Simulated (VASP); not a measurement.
The system is Pb.

```
Pb
1.0
     0.00000    2.47502    2.47502
     2.47502    0.00000    2.47502
     2.47502    2.47502    0.00000
Pb
1
Cartesian
  0.0000 0.0000 0.0000
```

| Property | Result |
| --- | --- |
| Program | VASP 6.6.1 |
| Task | relaxation of cell and atoms |
| Functional | RPBE |
| Dispersion | D3(BJ) |
| Potentials or basis | VASP PAW PBE potentials, release 64 (Pb_d) |
| Cutoff | 600 eV |
| k mesh | 9 × 9 × 9 |
| Occupations | fermi-dirac, width 0.05 eV |
| Spin | no spin polarisation |

At the start: pressure -16.8 GPa; volume 30.32 Å³/atom.

**Question.** How do energy, volume and symmetry change on relaxing?

**Answer.** Over 7 steps the energy falls by 517.3 meV/atom and the volume is 22.90 Å³/atom (-24.5 %); space group Fm-3m (No. 225, to 0.05 Å).

The path:
```tsv
step	energy change (eV)	largest force (eV/Å)	pressure (GPa)	volume (Å³)
1	0.0000	0.0000	-16.78	30.32
2	-0.0053	0.0000	44.86	18.41
3	-0.5160	0.0000	-1.43	23.18
4	-0.5172	0.0000	-0.43	22.98
5	-0.5172	0.0000	0.28	22.85
6	-0.5172	0.0000	-0.37	22.97
7	-0.5173	0.0000	0.01	22.90
```

Final structure:
```
Pb
1.0
     0.00000    2.25388    2.25388
     2.25388    0.00000    2.25388
     2.25388    2.25388    0.00000
Pb
1
Cartesian
  0.0000 0.0000 0.0000
```

The cell as given is a measured one (30.32 Å³/atom); RPBE+D3(BJ) puts the equilibrium volume -24.5 % from it, thermal expansion not counted.

Caveat: the volume moved by over 15 % at a fixed basis, so the end points are rough; the PAW data sets were made with another functional, which shifts forces and pressure a little; the volume moved by -24 % from the deposited cell, more than functionals usually miss; pairwise dispersion overbinds metals, which lowers pressure and volume.
